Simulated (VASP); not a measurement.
# GaN (P6_3/mmc) in VASP: notebook

The runs below take GaN through single point, with r2SCAN, PBE.

All numbers are computed with VASP 6.6.1; they aren't measurements. Logs are shortened: lines on timing, memory, paths and dates and some standing lists are left out, and cuts for length are marked.

## Step 1: The cell of the first run

It takes space group P6_3/mmc (No. 194, hexagonal). Conventional cell: a = 2.997 Å, b = 2.997 Å, c = 5.083 Å, α = 90.00°, β = 90.00°, γ = 120.00°. Ga (site symmetry -3m) has 6 N at 2.15 Å and 2 Ga at 2.54 Å within 2.8 Å. Within 2.8 Å of N (site symmetry -6m2) lie 6 Ga at 2.15 Å.

## Step 2: Single point, r2SCAN (9.88 Å³/atom)

The input, POSCAR:

```
GaN
1.0
    2.9965836989      0.0000000000      0.0000000000
   -1.4982918495      2.5951176078      0.0000000000
    0.0000000000      0.0000000000      5.0827597055
Ga N
2 2
Direct
    0.0000000000      0.0000000000      0.0000000000
    0.0000000000      0.0000000000      0.5000000000
    0.3333333333      0.6666666667      0.2500000000
    0.6666666667      0.3333333333      0.7500000000
```

The input, INCAR.step1:

```
PREC     = Accurate       # precision mode
ENCUT    = 520            # plane-wave cutoff, eV
ISMEAR   = 0              # smearing method
SIGMA    = 0.01           # smearing width, eV
LREAL    = F              # projectors in reciprocal space
LASPH    = T              # aspherical terms in the spheres
NELM     = 80             # most SCF steps
NBANDS   = 26             # bands
GGA      = PE             # functional
ALGO     = Normal         # electronic algorithm
EDIFF    = 1E-4           # SCF threshold, eV
LWAVE    = T              # write WAVECAR
LCHARG   = F              # write CHGCAR
```

The input, INCAR.step2:

```
PREC     = Accurate       # precision mode
ENCUT    = 520            # plane-wave cutoff, eV
EDIFF    = 1E-6           # SCF threshold, eV
ISMEAR   = 0              # smearing method
SIGMA    = 0.01           # smearing width, eV
LREAL    = F              # projectors in reciprocal space
LASPH    = T              # aspherical terms in the spheres
NELM     = 80             # most SCF steps
ALGO     = Normal         # electronic algorithm
ISIF     = 2              # what is computed and relaxed
LWAVE    = F              # write WAVECAR
LCHARG   = F              # write CHGCAR
METAGGA  = R2SCAN         # meta-GGA
LMIXTAU  = T            
NBANDS   = 26             # bands
ISTART   = 1
```

The input, KPOINTS:

```
regular mesh
0
Gamma
  9 9 4
```

Potentials or basis: VASP PAW PBE potentials, release 64 (Ga_d, N).

The run is started by

```sh
cat potpaw_PBE.64/Ga_d/POTCAR potpaw_PBE.64/N/POTCAR > POTCAR
cp INCAR.step1 INCAR
mpirun -np 1 vasp_std > vasp.out
cp INCAR.step2 INCAR
mpirun -np 1 vasp_std > vasp.out
```

OUTCAR:

```text
PREC = Accurate
   ENCUT = 520
   EDIFF = 1E-6
   ISMEAR = 0
   LREAL = F
   LASPH = T
   NELM = 80
   ISIF = 2
   METAGGA = R2SCAN
   ISTART = 1

 ion  position               nearest neighbor table
   1  0.000  0.000  0.000-   3 2.15   4 2.15   4 2.15   3 2.15   4 2.15   3 2.15   2 2.54   2 2.54

   2  0.000  0.000  0.500-   3 2.15   4 2.15   4 2.15   3 2.15   4 2.15   3 2.15   1 2.54   1 2.54

   3  0.333  0.667  0.250-   1 2.15   2 2.15   1 2.15   2 2.15   1 2.15   2 2.15
   4  0.667  0.333  0.750-   1 2.15   2 2.15   1 2.15   2 2.15   1 2.15   2 2.15

  LATTYP: Found a hexagonal cell.
 ALAT       =     2.9965836989
 C/A-ratio  =     1.6961847945

  Lattice vectors:

 A1 = (   2.9965836989,   0.0000000000,   0.0000000000)
 A2 = (  -1.4982918495,   2.5951176078,   0.0000000000)
 A3 = (   0.0000000000,   0.0000000000,   5.0827597055)

Analysis of symmetry for initial positions (statically):
=====================================================================
 Subroutine PRICEL returns:
 Original cell was already a primitive cell.

 Routine SETGRP: Setting up the symmetry group for a
 hexagonal supercell.

 Subroutine GETGRP returns: Found 24 space group operations
 (whereof 12 operations were pure point group operations)
 out of a pool of 24 trial point group operations.

The static configuration has the point symmetry D_3d.
 The point group associated with its full space group is D_6h.

Analysis of symmetry for dynamics (positions and initial velocities):
=====================================================================
 Subroutine PRICEL returns:
 Original cell was already a primitive cell.

 Routine SETGRP: Setting up the symmetry group for a
 hexagonal supercell.

 Subroutine GETGRP returns: Found 24 space group operations
 (whereof 12 operations were pure point group operations)
 out of a pool of 24 trial point group operations.

The dynamic configuration has the point symmetry D_3d.
 The point group associated with its full space group is D_6h.

 Subroutine INISYM returns: Found 24 space group operations
 (whereof 12 operations are pure point group operations),
 and found     1 'primitive' translations

----------------------------------------------------------------------------------------

                                     Primitive cell

  volume of cell :      39.5260

[... 91 lines left out ...]
   NELM   =     80;   NELMIN=  2; NELMDL=  0     # of ELM steps
   EDIFF  = 0.1E-05   stopping-criterion for ELM
   LREAL  =      F    real-space projection
   EDIFFG = 0.1E-04   stopping-criterion for IOM
   NSW    =      0    number of steps for IOM
   IBRION =     -1    ionic relax: 0-MD 1-quasi-New 2-CG
   NFREE  =      0    steps in history (QN), initial steepest desc. (CG)
   ISIF   =      2    stress and relaxation
   ISYM   =      2    0-nonsym 1-usesym 2-fastsym
   POTIM  = 0.5000    time-step for ionic-motion
   TEBEG  =    0.0;   TEEND  =   0.0 temperature during run
   PSTRESS=    0.0 pullay stress
   NELECT =      36.0000    total number of electrons
   NUPDOWN=      -1.0000    fix difference up-down
   EMIN   =  10.00;   EMAX   =-10.00  energy-range for DOS
   EFERMI =   0.00;   METHOD = LEGACY
   ISMEAR =     0;   SIGMA  =   0.01  broadening in eV -4-tet -1-fermi 0-gaus
   EFERMI_NEDOS =   21; number of points for ismear=-14 and -15
   IALGO  =     38    algorithm
   IMIX   =      4    mixing-type and parameters
     AMIX     =   0.40;   BMIX     =  1.00
     AMIX_MAG =   1.60;   BMIX_MAG =  1.00
  volume/ion in A,a.u.               =       9.88        66.68
  Fermi-wavevector in a.u.,A,eV,Ry     =   1.586894  2.998795 34.262645  2.518233
  Thomas-Fermi vector in A             =   2.686135
   LORBIT       =      0    0 simple, 1 ext, 2 COOP (PROOUT), +10 PAW based schemes
   METAGGA = R2SCAN    functional components
   LHFCALC =     F    Hartree Fock is set to
   AEXX    =    0.0000 exact exchange contribution
   IVDW    =     0    specifies the selected vdW correction
   LEPSILON=     F    determine dielectric tensor
   LRPA    =     F    only Hartree local field effects (RPA)
 non-spin polarized calculation
 Gauss-broadening in eV      SIGMA  =   0.01
  energy-cutoff  :      520.00
  volume of cell :       39.53
 maximum number of plane-waves:      1087
 NGX is ok and might be reduce to    24
   NGX = 11   NGY = 11   NGZ = 19

 number of electron      36.0000027 magnetization

 Free energy of the ion-electron system (eV)
  ---------------------------------------------------
  ext. energy  EPLUGINS =         0.00000000
  ---------------------------------------------------
  free energy    TOTEN  =       -41.35329473 eV

  energy without entropy =      -41.35329473  energy(sigma->0) =      -41.35329473

 E-fermi :   7.2935     XC(G=0): -13.8676

 val. band max:        7.1860815335   @ k =   0.1111  -0.0000   0.0000
 cond. band min:       8.8822129367   @ k =   0.3333   0.3333   0.0000
 fundamental gap:      1.6961314031
 Fermi energy:         7.2935266017

 k-point     1 :       0.0000    0.0000    0.0000
  band No.  band energies     occupation
      1     -10.6065      2.00000
      2      -7.8823      2.00000
      3      -7.8209      2.00000
      4      -7.6197      2.00000
      5      -7.6197      2.00000
      6      -7.4330      2.00000
[... 685 lines left out ...]
     25      18.6556      0.00000
     26      20.8058      0.00000

 [... further k-points ...]

------------------------ aborting loop because EDIFF is reached ----------------------------------------

  FORCE on cell =-STRESS in cart. coord.  units (eV):
  Direction    XX          YY          ZZ          XY          YZ          ZX
  --------------------------------------------------------------------------------------
  -------------------------------------------------------------------------------------
  Total       -1.2561044     -1.2561044     -1.4862018      0.0000000      0.0000000      0.0000000
  in kB      -50.9158831    -50.9158831    -60.2428242      0.0000000      0.0000000      0.0000000
  external PRESSURE =     -54.0248635 kB  Pullay stress =       0.0000000 kB

 VOLUME and BASIS-vectors are now :
 -----------------------------------------------------------------------------
  energy-cutoff  :      520.00
  volume of cell :       39.53
      direct lattice vectors                 reciprocal lattice vectors
     2.996583699  0.000000000  0.000000000     0.333713355  0.192669495  0.000000000
    -1.498291849  2.595117608  0.000000000     0.000000000  0.385338991  0.000000000
     0.000000000  0.000000000  5.082759706     0.000000000  0.000000000  0.196743513

 POSITION                                       TOTAL-FORCE (eV/Angst)
 -----------------------------------------------------------------------------------
      0.00000      0.00000      0.00000         0.000000      0.000000     -0.000000
      0.00000      0.00000      2.54138         0.000000      0.000000     -0.000000
     -0.00000      1.73008      1.27069         0.000000      0.000000      0.000000
      1.49829      0.86504      3.81207        -0.000000     -0.000000     -0.000000
 -----------------------------------------------------------------------------------
    total drift:                               -0.000000      0.000000      0.000000

  FREE ENERGIE OF THE ION-ELECTRON SYSTEM (eV)
  ---------------------------------------------------
  free  energy   TOTEN  =       -41.3532947338 eV

  energy  without entropy=      -41.3532947338  energy(sigma->0) =      -41.35329473
```

OUTCAR.step1:

```text
PREC = Accurate
   ENCUT = 520
   ISMEAR = 0
   LREAL = F
[... 930 lines left out ...]
      0.00000      0.00000      0.00000         0.000000      0.000000      0.000000
      0.00000      0.00000      2.54138         0.000000      0.000000      0.000000
     -0.00000      1.73008      1.27069        -0.000000      0.000000     -0.000000
      1.49829      0.86504      3.81207         0.000000     -0.000000     -0.000000
 -----------------------------------------------------------------------------------
    total drift:                               -0.000000      0.000000      0.000000

  FREE ENERGIE OF THE ION-ELECTRON SYSTEM (eV)
  ---------------------------------------------------
  free  energy   TOTEN  =       -21.8925097869 eV

  energy  without entropy=      -21.8925097869  energy(sigma->0) =      -21.89250979
```

Wall time 2.4 min (1 thread of AMD EPYC 7R43 (Zen 3), shared host); peak memory 0.15 GiB.

What came out:

| Item | Value |
| --- | --- |
| Free energy | -41.3533 eV |
| Pressure | -5.4 GPa |
| Band gap on the k mesh | 1.70 eV (least direct gap 1.93 eV) |

Caveat: the cell stands under tension; the PAW data sets were made with another functional, which shifts forces and pressure a little; an odd mesh through Γ misses points on the zone boundary, where band edges can lie.

## Step 3: Single point, r2SCAN (10.17 Å³/atom)

This run uses another cell than the first one, of 10.17 Å³/atom.

The input, POSCAR:

```
GaN
1.0
    3.0253987713      0.0000000000      0.0000000000
   -1.5126993857      2.6200721925      0.0000000000
    0.0000000000      0.0000000000      5.1316353933
Ga N
2 2
Direct
    0.0000000000      0.0000000000      0.0000000000
    0.0000000000      0.0000000000      0.5000000000
    0.3333333333      0.6666666667      0.2500000000
    0.6666666667      0.3333333333      0.7500000000
```

The input, INCAR.step1:

```
PREC = Accurate ; ENCUT = 520
ISMEAR = 0 ; SIGMA = 0.01
LREAL = False ; LASPH = True
NELM = 100 ; NBANDS = 26
GGA = PE ; ALGO = Normal
EDIFF = 1E-4 ; LWAVE = True
LCHARG = False
```

The input, INCAR.step2:

```
PREC = Accurate ; ENCUT = 520
EDIFF = 1E-7 ; ISMEAR = 0
SIGMA = 0.01 ; LREAL = False
LASPH = True ; NELM = 100
ALGO = Normal ; ISIF = 2
LWAVE = False ; LCHARG = False
METAGGA = R2SCAN ; LMIXTAU = True
NBANDS = 26 ; ISTART = 1
```

The input, KPOINTS:

```
Automatic mesh
0
Gamma
  9 9 4
```

Potentials or basis: VASP PAW PBE potentials, release 64 (Ga_d, N).

The run is started by

```sh
cat potpaw_PBE.64/Ga_d/POTCAR potpaw_PBE.64/N/POTCAR > POTCAR
cp INCAR.step1 INCAR
mpirun -np 1 vasp_std > vasp.out
cp INCAR.step2 INCAR
mpirun -np 1 vasp_std > vasp.out
```

Wall time 2.8 min (1 thread of AMD EPYC 7R43 (Zen 3), shared host); peak memory 0.15 GiB.

The run converged. Its results:

```
Free energy            : -41.2934 eV
Pressure               : -11.1 GPa
Band gap on the k mesh : 1.49 eV (least direct gap 1.60 eV)
```

Stress tensor (GPa, compression positive):
```
-10.47   0.00   0.00
  0.00 -10.47   0.00
  0.00   0.00 -12.33
```

Levels at points of the mesh, in eV from the valence-band top:
```
           k point  band 15  band 16  band 17  band 18  band 19  band 20  band 21  band 22
(0.00, 0.00, 0.00)    -0.50    -0.50    -0.11    -0.11     1.49     4.88     9.45    10.83
(0.00, 0.00, 0.50)    -0.28    -0.28    -0.28    -0.28     4.38     4.38     9.67     9.67
```

Caveat: the cell stands under tension; the PAW data sets were made with another functional, which shifts forces and pressure a little; an odd mesh through Γ misses points on the zone boundary, where band edges can lie.

## Step 4: Single point, PBE

This run uses another cell than the first one, of 9.59 Å³/atom.

The input, INCAR:

```
SYSTEM = GaN
PREC = Accurate
ENCUT = 520
EDIFF = 1E-6
ISMEAR = 0
SIGMA = 0.01
LREAL = .FALSE.
LASPH = .TRUE.
NELM = 60
ALGO = Normal
ISIF = 2
LWAVE = .FALSE.
LCHARG = .TRUE.
GGA = PE
LELF = .TRUE.
LVHAR = .TRUE.
NBANDS = 26
```

The input, KPOINTS:

```
regular mesh
0
G
  12 12 6
  0 0 0
```

The input, POSCAR:

```
GaN
1.0
    2.9672035353      0.0000000000      0.0000000000
   -1.4836017677      2.5696736398      0.0000000000
    0.0000000000      0.0000000000      5.0329255188
Ga N
2 2
Direct
    0.0000000000      0.0000000000      0.0000000000
    0.0000000000      0.0000000000      0.5000000000
    0.3333333333      0.6666666667      0.2500000000
    0.6666666667      0.3333333333      0.7500000000
```

The run is started by

```sh
cat potpaw_PBE.64/Ga_d/POTCAR potpaw_PBE.64/N/POTCAR > POTCAR
mpirun -np 1 vasp_std > vasp.out
```

Wall time 71 s (1 thread of AMD EPYC 7R43 (Zen 3), shared host); peak memory 0.16 GiB.

The run converged. Its results:

| Quantity | Value |
| --- | --- |
| Free energy | -21.8518 eV |
| Pressure | 9.0 GPa |
| Band gap on the k mesh | 1.32 eV (least direct gap 1.77 eV) |

Stress tensor (GPa, compression positive):
```
8.53 0.00 0.00
0.00 8.53 0.00
0.00 0.00 9.93
```

Levels at points of the mesh, in eV from the valence-band top:
| k point | band 14 | band 15 | band 16 | band 17 | band 18 | band 19 | band 20 | band 21 | band 22 | band 23 |
| --- | --- | --- | --- | --- | --- | --- | --- | --- | --- | --- |
| (0.00, 0.00, 0.00) | -0.93 | -0.56 | -0.56 | -0.11 | -0.11 | 1.66 | 4.61 | 9.25 | 10.44 | 10.44 |
| (0.50, 0.00, 0.00) | -6.15 | -5.03 | -2.88 | -2.83 | -0.25 | 3.66 | 5.00 | 5.21 | 8.93 | 9.36 |
| (0.00, 0.00, 0.50) | -5.19 | -0.31 | -0.31 | -0.31 | -0.31 | 4.36 | 4.36 | 9.27 | 9.27 | 11.06 |
| (0.50, 0.00, 0.50) | -7.81 | -2.21 | -2.21 | -1.74 | -1.74 | 3.01 | 3.01 | 8.04 | 8.04 | 10.20 |

Caveat: the cell stands under pressure.

## Step 5: Single point, r2SCAN

This run uses another cell than the first one, of 9.59 Å³/atom.

POSCAR is that of step 4.

The input, INCAR.step1:

```
SYSTEM = GaN
PREC     = Accurate       ! precision mode
ENCUT    = 520            ! plane-wave cutoff, eV
ISMEAR   = 0              ! smearing method
SIGMA    = 0.01           ! smearing width, eV
LREAL    = .FALSE.        ! projectors in reciprocal space
LASPH    = .TRUE.         ! aspherical terms in the spheres
NELM     = 100            ! most SCF steps
NBANDS   = 26             ! bands
GGA      = PE             ! functional
ALGO     = Normal         ! electronic algorithm
EDIFF    = 1E-4           ! SCF threshold, eV
LWAVE    = .TRUE.         ! write WAVECAR
LCHARG   = .FALSE.        ! write CHGCAR
```

The input, INCAR.step2:

```
SYSTEM = GaN
PREC     = Accurate       ! precision mode
ENCUT    = 520            ! plane-wave cutoff, eV
EDIFF    = 1E-6           ! SCF threshold, eV
ISMEAR   = 0              ! smearing method
SIGMA    = 0.01           ! smearing width, eV
LREAL    = .FALSE.        ! projectors in reciprocal space
LASPH    = .TRUE.         ! aspherical terms in the spheres
NELM     = 100            ! most SCF steps
ALGO     = Normal         ! electronic algorithm
ISIF     = 2              ! what is computed and relaxed
LWAVE    = .FALSE.        ! write WAVECAR
LCHARG   = .FALSE.        ! write CHGCAR
METAGGA  = R2SCAN         ! meta-GGA
LMIXTAU  = .TRUE.       
NBANDS   = 26             ! bands
ISTART   = 1
```

The input, KPOINTS:

```
Automatic mesh
0
G
  12 12 6
  0 0 0
```

The run is started by

```sh
cat potpaw_PBE.64/Ga_d/POTCAR potpaw_PBE.64/N/POTCAR > POTCAR
cp INCAR.step1 INCAR
mpirun -np 1 vasp_std > vasp.out
cp INCAR.step2 INCAR
mpirun -np 1 vasp_std > vasp.out
```

Run time: 4.6 min. Hardware: 1 thread of AMD EPYC 7R43 (Zen 3), shared host; peak memory 0.16 GiB.

Results (log left out):

- Free energy: -41.3693 eV
- Pressure: 1.1 GPa
- Band gap on the k mesh: 1.88 eV (least direct gap 2.27 eV)

Levels at points of the mesh, in eV from the valence-band top:
```csv
k point,band 14,band 15,band 16,band 17,band 18,band 19,band 20,band 21,band 22,band 23
"(0.00, 0.00, 0.00)",-0.95,-0.57,-0.57,-0.12,-0.12,2.15,5.20,10.19,11.21,11.21
"(0.50, 0.00, 0.00)",-6.29,-5.12,-2.96,-2.77,-0.26,4.17,5.62,5.78,9.63,10.20
"(0.00, 0.00, 0.50)",-5.29,-0.31,-0.31,-0.31,-0.31,4.93,4.93,10.07,10.07,11.83
"(0.50, 0.00, 0.50)",-7.93,-2.26,-2.26,-1.78,-1.78,3.55,3.55,8.67,8.67,11.15
```

Caveat: the PAW data sets were made with another functional, which shifts forces and pressure a little.

## Step 6: Summary

```tsv
level	cell	k mesh	gap on the mesh (eV)	pressure (GPa)
r2SCAN	a = 2.997, b = 2.997, c = 5.083 Å, angles 90.0, 90.0, 120.0°, 4 atoms	9 × 9 × 4	1.70	-5.4
r2SCAN	a = 3.025, b = 3.025, c = 5.132 Å, angles 90.0, 90.0, 120.0°, 4 atoms	9 × 9 × 4	1.49	-11.1
PBE	a = 2.967, b = 2.967, c = 5.033 Å, angles 90.0, 90.0, 120.0°, 4 atoms	12 × 12 × 6	1.32	9.0
r2SCAN	a = 2.967, b = 2.967, c = 5.033 Å, angles 90.0, 90.0, 120.0°, 4 atoms	12 × 12 × 6	1.88	1.1
```

Alike in all rows: task single point; potentials or basis VASP PAW PBE potentials, release 64 (Ga_d, N); no spin polarisation; cutoff (eV) 520; smearing gaussian 0.01 eV.

Caveats: the PAW data sets were made with another functional, which shifts forces and pressure a little (at least some runs); the cell stands under tension (at least some runs); an odd mesh through Γ misses points on the zone boundary, where band edges can lie (at least some runs); the cell stands under pressure (at least some runs).

Absolute energies hang on the potentials; compare differences alone.
